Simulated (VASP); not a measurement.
# Si4O (I4/mmm) in VASP: single point with PBE

Aim: the single point of Si4O with PBE.

All numbers are computed with VASP 6.6.1; they aren't measurements. Logs are shortened: lines on timing, memory, paths and dates and some standing lists are left out, and cuts for length are marked.

**1. The cell of the first run**

The structure is tetragonal, space group I4/mmm (No. 139). The conventional cell has a = 4.003 Å, b = 4.003 Å, c = 9.433 Å, α = 90.00°, β = 90.00°, γ = 90.00°. Si (site symmetry 4mm) has 9 Si at 2.49 to 3.33 Å and 5 O at 3.20 to 3.23 Å within 3.4 Å. Within 2.7 Å of Si (site symmetry mmm) lie 2 O at 2.00 Å and 4 Si at 2.49 Å. O (site symmetry 4/mmm) has 4 Si at 2.00 Å within 2.7 Å.

The cell was built from a structure type or drawn by symmetry, and may not be a known phase.

**2. Single point, PBE**

Contents of INCAR:

```
  PREC = Accurate
  ENCUT = 520
  EDIFF = 1E-6
  ISMEAR = 0
  SIGMA = 0.1
  LREAL = F
  LASPH = T
  NELM = 80
  ALGO = Normal
  ISIF = 2
  LWAVE = F
  LCHARG = F
  GGA = PE
  NBANDS = 19
```

Contents of KPOINTS:

```
Automatic mesh
0
Gamma
  14 14 14
```

Contents of POSCAR:

```
Si4O
1.0
   -2.0013763458      2.0013763458      4.7167466419
    2.0013763458     -2.0013763458      4.7167466419
    2.0013763458      2.0013763458     -4.7167466419
Si O
4 1
Direct
    0.6573449004      0.6573449004      0.0000000000
    0.5000000000      0.0000000000      0.5000000000
    0.0000000000      0.5000000000      0.5000000000
    0.3426550996      0.3426550996      0.0000000000
    0.0000000000      0.0000000000      0.0000000000
```

Potentials or basis: VASP PAW PBE potentials, release 64 (Si, O).

On the command line:

```bash
$ cat potpaw_PBE.64/Si/POTCAR potpaw_PBE.64/O/POTCAR > POTCAR
$ mpirun -np 1 vasp_std > vasp.out
```

OUTCAR:

```text
PREC = Accurate
   ENCUT = 520
   EDIFF = 1E-6
   ISMEAR = 0
   LREAL = F
   LASPH = T
   NELM = 80
   ISIF = 2
   GGA = PE

 ion  position               nearest neighbor table
   1  0.657  0.657  0.000-   2 2.49   3 2.49   2 2.49   3 2.49   4 2.97
   2  0.500  0.000  0.500-   5 2.00   5 2.00   1 2.49   4 2.49   4 2.49   1 2.49   3 2.83   3 2.83
                             3 2.83   3 2.83
   3  0.000  0.500  0.500-   5 2.00   5 2.00   1 2.49   4 2.49   1 2.49   4 2.49   2 2.83   2 2.83
                             2 2.83   2 2.83
   4  0.343  0.343  0.000-   2 2.49   3 2.49   3 2.49   2 2.49   1 2.97
   5  0.000  0.000  0.000-   2 2.00   3 2.00   3 2.00   2 2.00

  LATTYP: Found a body centered tetragonal cell.
 ALAT       =     4.0027526916
 C/A-ratio  =     2.3567514685

  Lattice vectors:

 A1 = (  -2.0013763458,   2.0013763458,   4.7167466419)
 A2 = (   2.0013763458,  -2.0013763458,   4.7167466419)
 A3 = (   2.0013763458,   2.0013763458,  -4.7167466419)

Analysis of symmetry for initial positions (statically):
=====================================================================
 Subroutine PRICEL returns:
 Original cell was already a primitive cell.

 Routine SETGRP: Setting up the symmetry group for a
 body centered tetragonal supercell.

 Subroutine GETGRP returns: Found 16 space group operations
 (whereof 16 operations were pure point group operations)
 out of a pool of 16 trial point group operations.

The static configuration has the point symmetry D_4h.

Analysis of symmetry for dynamics (positions and initial velocities):
=====================================================================
 Subroutine PRICEL returns:
 Original cell was already a primitive cell.

 Routine SETGRP: Setting up the symmetry group for a
 body centered tetragonal supercell.

 Subroutine GETGRP returns: Found 16 space group operations
 (whereof 16 operations were pure point group operations)
 out of a pool of 16 trial point group operations.

The dynamic configuration has the point symmetry D_4h.

 Subroutine INISYM returns: Found 16 space group operations
 (whereof 16 operations are pure point group operations),
 and found     1 'primitive' translations

----------------------------------------------------------------------------------------

                                     Primitive cell

  volume of cell :      75.5719

  direct lattice vectors                    reciprocal lattice vectors
    -2.001376346  2.001376346  4.716746642     0.000000000  0.249828075  0.106005270
     2.001376346 -2.001376346  4.716746642     0.249828075  0.000000000  0.106005270
     2.001376346  2.001376346 -4.716746642     0.249828075  0.249828075  0.000000000

  length of vectors
     5.500792074  5.500792074  5.500792074     0.271387517  0.271387517  0.353310252

  position of ions in fractional coordinates (direct lattice)
     0.657344900  0.657344900  0.000000000
     0.500000000  0.000000000  0.500000000
     0.000000000  0.500000000  0.500000000
     0.342655100  0.342655100  0.000000000
     0.000000000  0.000000000  0.000000000

  ion indices of the primitive-cell ions
   primitive index   ion index
                 1           1
                 2           2
                 3           3
                 4           4
                 5           5

----------------------------------------------------------------------------------------

 KPOINTS: Automatic mesh

Automatic generation of k-mesh.
 Grid dimensions read from file:
 generate k-points for:   14   14   14

 Generating k-lattice:

  Cartesian coordinates                     Fractional coordinates (reciprocal lattice)
     0.000000000  0.017844863  0.007571805     0.071428571  0.000000000  0.000000000
     0.017844863  0.000000000  0.007571805     0.000000000  0.071428571  0.000000000
     0.017844863  0.017844863  0.000000000     0.000000000  0.000000000  0.071428571

  Length of vectors
     0.019384823  0.019384823  0.025236447

  Shift w.r.t. Gamma in fractional coordinates (k-lattice)
     0.000000000  0.000000000  0.000000000

 Subroutine IBZKPT returns following result:
 ===========================================

 Found    244 irreducible k-points:

 Following reciprocal coordinates:
            Coordinates               Weight
  0.000000  0.000000  0.000000      1.000000
  0.071429  0.000000  0.000000      8.000000
  0.142857  0.000000  0.000000      8.000000
  0.214286 -0.000000  0.000000      8.000000
  0.285714  0.000000  0.000000      8.000000
  0.357143 -0.000000  0.000000      8.000000
[... 16 lines left out ...]
  0.214286  0.142857 -0.000000     16.000000
  0.285714  0.142857  0.000000     16.000000
 [... further k-points ...]
   k-points           NKPTS =    244   k-points in BZ     NKDIM =    244   number of bands    NBANDS=     19
   number of dos      NEDOS =    301   number of ions     NIONS =      5
   total plane-waves  NPLWV =  74088
   dimension x,y,z NGX =    42 NGY =   42 NGZ =   42
   dimension x,y,z NGXF=    84 NGYF=   84 NGZF=   84
   ions per type =               4   1
   NGX,Y,Z   is equivalent  to a cutoff of  12.69, 12.69, 12.69 a.u.
   NGXF,Y,Z  is equivalent  to a cutoff of  25.39, 25.39, 25.39 a.u.
 SYSTEM =  unknown system
   PREC   = accura    normal or accurate (medium, high low for compatibility)
   ISTART =      0    job   : 0-new  1-cont  2-samecut
   ICHARG =      2    charge: 1-file 2-atom 10-const
   ISPIN  =      1    spin polarized calculation?
   LNONCOLLINEAR =      F non collinear calculations
   LSORBIT =      F    spin-orbit coupling
   LASPH  =      T    aspherical Exc in radial PAW
   ENCUT  =  520.0 eV  38.22 Ry    6.18 a.u.  10.23 10.23 10.23*2*pi/ulx,y,z
   NELM   =     80;   NELMIN=  2; NELMDL= -5     # of ELM steps
   EDIFF  = 0.1E-05   stopping-criterion for ELM
   LREAL  =      F    real-space projection
   EDIFFG = 0.1E-04   stopping-criterion for IOM
   NSW    =      0    number of steps for IOM
   IBRION =     -1    ionic relax: 0-MD 1-quasi-New 2-CG
   NFREE  =      0    steps in history (QN), initial steepest desc. (CG)
   ISIF   =      2    stress and relaxation
   ISYM   =      2    0-nonsym 1-usesym 2-fastsym
   POTIM  = 0.5000    time-step for ionic-motion
   TEBEG  =    0.0;   TEEND  =   0.0 temperature during run
   PSTRESS=    0.0 pullay stress
   NELECT =      22.0000    total number of electrons
   NUPDOWN=      -1.0000    fix difference up-down
   EMIN   =  10.00;   EMAX   =-10.00  energy-range for DOS
   EFERMI =   0.00;   METHOD = LEGACY
   ISMEAR =     0;   SIGMA  =   0.10  broadening in eV -4-tet -1-fermi 0-gaus
   EFERMI_NEDOS =   21; number of points for ismear=-14 and -15
   IALGO  =     38    algorithm
   IMIX   =      4    mixing-type and parameters
     AMIX     =   0.40;   BMIX     =  1.00
     AMIX_MAG =   1.60;   BMIX_MAG =  1.00
  volume/ion in A,a.u.               =      15.11       102.00
  Fermi-wavevector in a.u.,A,eV,Ry     =   1.084998  2.050349 16.017067  1.177221
  Thomas-Fermi vector in A             =   2.221102
   LORBIT       =      0    0 simple, 1 ext, 2 COOP (PROOUT), +10 PAW based schemes
   GGA     = PE    functional components
   LHFCALC =     F    Hartree Fock is set to
   AEXX    =    0.0000 exact exchange contribution
   IVDW    =     0    specifies the selected vdW correction
   LEPSILON=     F    determine dielectric tensor
   LRPA    =     F    only Hartree local field effects (RPA)
 non-spin polarized calculation
 Gauss-broadening in eV      SIGMA  =   0.10
  energy-cutoff  :      520.00
  volume of cell :       75.57
 maximum number of plane-waves:      2065
 NGX is ok and might be reduce to    42
   NGX = 21   NGY = 21   NGZ = 21

 number of electron      21.9999999 magnetization

 Free energy of the ion-electron system (eV)
  ---------------------------------------------------
  ext. energy  EPLUGINS =         0.00000000
  ---------------------------------------------------
  free energy    TOTEN  =       -26.55986425 eV

  energy without entropy =      -26.55270831  energy(sigma->0) =      -26.55628628

 E-fermi :   7.3484     XC(G=0): -10.4148

 val. band max:        7.3244428717   @ k =  -0.4286   0.4286   0.4286
 cond. band min:       7.3509009185   @ k =   0.5000   0.5000   0.2857
 fundamental gap:      0.0264580468
 Fermi energy:         7.3484270047

 k-point     1 :       0.0000    0.0000    0.0000
  band No.  band energies     occupation
      1     -12.9166      2.00000
      2      -4.1815      2.00000
      3      -0.4784      2.00000
      4      -0.4784      2.00000
      5       0.0821      2.00000
      6       2.6080      2.00000
[... 11 lines left out ...]
     18      15.7662      0.00000
     19      16.3273      0.00000

 k-point     2 :       0.0714    0.0000    0.0000
  band No.  band energies     occupation
      1     -12.9069      2.00000
      2      -4.2065      2.00000
      3      -0.5208      2.00000
      4      -0.4585      2.00000
      5       0.0743      2.00000
      6       2.7191      2.00000
[... 11 lines left out ...]
     18      15.5219      0.00000
     19      15.8724      0.00000

 k-point     3 :       0.1429    0.0000    0.0000
  band No.  band energies     occupation
      1     -12.8792      2.00000
      2      -4.2809      2.00000
      3      -0.6176      2.00000
      4      -0.4008      2.00000
      5       0.0849      2.00000
      6       2.9836      2.00000
[... 11 lines left out ...]
     18      14.9193      0.00000
     19      15.3159      0.00000

 k-point     4 :       0.2143   -0.0000    0.0000
  band No.  band energies     occupation
      1     -12.8385      2.00000
      2      -4.3980      2.00000
      3      -0.6936      2.00000
      4      -0.3121      2.00000
      5       0.1506      2.00000
      6       2.7433      2.00000
[... 11 lines left out ...]
     18      14.1551      0.00000
     19      14.6347      0.00000

 k-point     5 :       0.2857    0.0000    0.0000
  band No.  band energies     occupation
      1     -12.7923      2.00000
      2      -4.5389      2.00000
      3      -0.6893      2.00000
      4      -0.2048      2.00000
      5       0.2791      2.00000
      6       2.1428      2.00000
[... 11 lines left out ...]
     18      13.4694      0.00000
     19      14.2139      0.00000

 k-point     6 :       0.3571   -0.0000    0.0000
  band No.  band energies     occupation
      1     -12.7497      2.00000
      2      -4.6734      2.00000
      3      -0.5938      2.00000
      4      -0.0984      2.00000
      5       0.4629      2.00000
      6       1.5775      2.00000
[... 11 lines left out ...]
     18      13.4196      0.00000
     19      14.8999      0.00000

 k-point     7 :       0.4286   -0.0000    0.0000
  band No.  band energies     occupation
      1     -12.7195      2.00000
      2      -4.7696      2.00000
      3      -0.4483      2.00000
      4      -0.0180      2.00000
      5       0.6655      2.00000
      6       1.1388      2.00000
[... 11 lines left out ...]
     18      13.4994      0.00000
     19      14.8148      0.00000

 k-point     8 :       0.5000   -0.0000    0.0000
  band No.  band energies     occupation
      1     -12.7087      2.00000
      2      -4.8045      2.00000
      3      -0.3666      2.00000
      4       0.0123      2.00000
      5       0.7740      2.00000
      6       0.9550      2.00000
[... 256 lines left out ...]
 k-point    20 :      -0.1429    0.0714    0.0000
  band No.  band energies     occupation
      1     -12.8707      2.00000
      2      -4.3023      2.00000
      3      -0.8548      2.00000
      4      -0.1668      2.00000
      5       0.2343      2.00000
      6       2.9393      2.00000
[... 11 lines left out ...]
     18      14.9242      0.00000
     19      15.4005      0.00000

 k-point    21 :      -0.0714    0.0714    0.0000
  band No.  band energies     occupation
      1     -12.8977      2.00000
      2      -4.2348      2.00000
      3      -0.6826      2.00000
      4      -0.3094      2.00000
      5       0.1543      2.00000
      6       2.7329      2.00000
[... 11 lines left out ...]
     18      15.4542      0.00000
     19      15.7452      0.00000

 k-point    22 :       0.1429    0.1429    0.0000
  band No.  band energies     occupation
      1     -12.8420      2.00000
      2      -4.2802      2.00000
      3      -1.1763      2.00000
      4      -0.3960      2.00000
      5       0.3948      2.00000
      6       3.0825      2.00000
[... 11 lines left out ...]
     18      13.8438      0.00000
     19      15.1544      0.00000

 k-point    23 :       0.2143    0.1429   -0.0000
  band No.  band energies     occupation
      1     -12.8027      2.00000
      2      -4.3213      2.00000
      3      -1.4014      2.00000
      4      -0.4341      2.00000
      5       0.6970      2.00000
      6       2.6828      2.00000
[... 11 lines left out ...]
     18      13.1998      0.00000
     19      15.1817      0.00000

 k-point    24 :       0.2857    0.1429    0.0000
  band No.  band energies     occupation
      1     -12.7586      2.00000
      2      -4.4003      2.00000
      3      -1.4969      2.00000
      4      -0.3925      2.00000
      5       0.9361      2.00000
      6       2.1096      2.00000
[... 11 lines left out ...]
     18      12.9841      0.00000
     19      15.1564      0.00000

 [... further k-points ...]

------------------------ aborting loop because EDIFF is reached ----------------------------------------

  FORCE on cell =-STRESS in cart. coord.  units (eV):
  Direction    XX          YY          ZZ          XY          YZ          ZX
  --------------------------------------------------------------------------------------
  -------------------------------------------------------------------------------------
  Total        0.0375266      0.0375266     -0.0338386      0.0000000      0.0000000      0.0000000
  in kB        0.7955901      0.7955901     -0.7174034      0.0000000      0.0000000      0.0000000
  external PRESSURE =       0.2912590 kB  Pullay stress =       0.0000000 kB

 VOLUME and BASIS-vectors are now :
 -----------------------------------------------------------------------------
  energy-cutoff  :      520.00
  volume of cell :       75.57
      direct lattice vectors                 reciprocal lattice vectors
    -2.001376346  2.001376346  4.716746642     0.000000000  0.249828075  0.106005270
     2.001376346 -2.001376346  4.716746642     0.249828075  0.000000000  0.106005270
     2.001376346  2.001376346 -4.716746642     0.249828075  0.249828075  0.000000000

 POSITION                                       TOTAL-FORCE (eV/Angst)
 -----------------------------------------------------------------------------------
      0.00000      0.00000      6.20106        -0.000000     -0.000000     -0.011074
      0.00000      2.00138      0.00000         0.000000      0.000000     -0.000000
      2.00138      0.00000      0.00000         0.000000      0.000000     -0.000000
      0.00000      0.00000      3.23243         0.000000      0.000000      0.011074
      0.00000      0.00000      0.00000         0.000000      0.000000     -0.000000
 -----------------------------------------------------------------------------------
    total drift:                               -0.000000      0.000000     -0.000000

  FREE ENERGIE OF THE ION-ELECTRON SYSTEM (eV)
  ---------------------------------------------------
  free  energy   TOTEN  =       -26.5598642471 eV

  energy  without entropy=      -26.5527083062  energy(sigma->0) =      -26.55628628
```

Run time: 4.7 min. Hardware: 1 thread of Intel Xeon 6975P-C (Granite Rapids), shared host; peak memory 0.43 GiB.

What came out:

```
Free energy            : -26.5599 eV
Pressure               : 0.0 GPa
Largest force          : 0.011 eV/Å
Band gap on the k mesh : zero (bands 11 and 12 overlap by 1.45 eV)
```

Forces in eV/Å, atoms in the order of the input:
```
Si   0.000  0.000 -0.011
Si   0.000  0.000  0.000
Si   0.000  0.000  0.000
Si   0.000  0.000  0.011
O    0.000  0.000  0.000
```

Stress tensor (GPa, compression positive):
```
 0.08  0.00  0.00
 0.00  0.08  0.00
 0.00  0.00 -0.07
```

Levels at points of the mesh, in eV from the Fermi level:
```csv
k point,band 8,band 9,band 10,band 11,band 12,band 13,band 14,band 15
"(0.00, 0.00, 0.00)",-3.60,-1.45,-1.45,-0.63,-0.63,0.39,2.18,2.18
"(0.50, 0.00, 0.00)",-3.32,-2.40,-0.41,0.20,0.48,0.88,2.71,4.41
"(0.50, 0.50, 0.00)",-3.01,-2.39,-2.25,-2.17,1.85,1.85,2.07,5.77
"(0.50, 0.50, 0.50)",-1.92,-1.92,-0.45,0.81,1.56,1.56,1.75,2.36
```
